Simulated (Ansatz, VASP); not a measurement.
**One calculation of PbSe, two programs**

The input INCAR:

```
SYSTEM = PbSe
ALGO = Normal
EDIFF = 1E-6
ENCUT = 500
GGA = PE
GGA_COMPAT = .False.
ISIF = 2
ISMEAR = 0
LASPH = .True.
LCHARG = .False.
LREAL = .False.
LWAVE = .False.
NBANDS = 17
NELM = 120
PREC = Accurate
SIGMA = 0.01
```

Contents of KPOINTS:

```
k-points
0
Gamma
  4 4 4
  0 0 0
```

File POSCAR:

```
PbSe
1.0
    0.0000000000      3.0702092060      3.0702092060
    3.0702092060      0.0000000000      3.0702092060
    3.0702092060      3.0702092060      0.0000000000
Pb Se
1 1
Direct
    0.0000000000      0.0000000000      0.0000000000
    0.5000000000      0.5000000000      0.5000000000
```

Input for Ansatz:

```yaml
crystal:
  lattice:
    - [5.908038411673817e-19, 3.0702092060489043, 3.0702092060489043]
    - [3.0702092060489043, -4.5446449320567854e-20, 3.0702092060489043]
    - [3.0702092060489043, 3.0702092060489043, -2.7267869592340687e-19]
  atoms:
    - { symbol: Pb, position: [4.909389183411938e-33, -4.2957155354854455e-33, -4.2957155354854455e-33] }
    - { symbol: Se, position: [0.5, 0.5, 0.5] }
kpoints:
  mp_grid:
    grid: [4, 4, 4]
scf:
  occupations:
    method: fixed
output:
  forces: true
  stress: true
```

Alike in both runs: task single point; functional PBE; k mesh 4 × 4 × 4; no spin polarisation.

|  | VASP | Ansatz |
| --- | --- | --- |
| version | VASP 6.6.1 | Ansatz 0.2.0 |
| potentials or method | VASP PAW PBE potentials, release 64 (Pb_d, Se) | plane waves, PAW |
| plane-wave cutoff (eV) | 500 | 420 |
| occupations | gaussian, width 0.01 eV | fixed |
| valence electrons in the cell | 20 | 30 |

|  | VASP | Ansatz | Ansatz less VASP |
| --- | --- | --- | --- |
| pressure (GPa) | 1.9 | 1.9 | +0.02 |

VASP's potentials hold 20 valence electrons a cell and Ansatz's 30, so a difference there can come from the potentials and not from the codes.

The k mesh is coarse, so the values compare programs but aren't converged. Neither program's run includes spin-orbit coupling.
